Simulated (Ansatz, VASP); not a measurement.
**LaS in VASP and in Ansatz**

```
La S
1.0
     0.00000    2.96552    2.96552
     2.96552    0.00000    2.96552
     2.96552    2.96552    0.00000
La S
1 1
Direct
  0.00000 0.00000 0.00000
  0.50000 0.50000 0.50000
```

Alike in both runs: task single point; functional LDA; k mesh 7 × 7 × 7; no spin polarisation.

```csv
,VASP,Ansatz
version,VASP 6.6.1,Ansatz 0.2.0
potentials or method,"VASP PAW LDA potentials, release 64 (La, S), cutoff 520 eV","plane waves, PAW"
occupations,"methfessel-paxton of order 1, width 0.01 eV","cold, width 0.01 eV"
valence electrons in the cell,17,17
```

|  | VASP | Ansatz | Ansatz less VASP |
| --- | --- | --- | --- |
| pressure (GPa) | -6.6 | -6.6 | +0.03 |

LDA's correlation is that of Perdew and Zunger in VASP and of Perdew and Wang (1992) in Ansatz. Ansatz's warnings: stress scf threshold loose.

Spin-orbit coupling is off throughout.
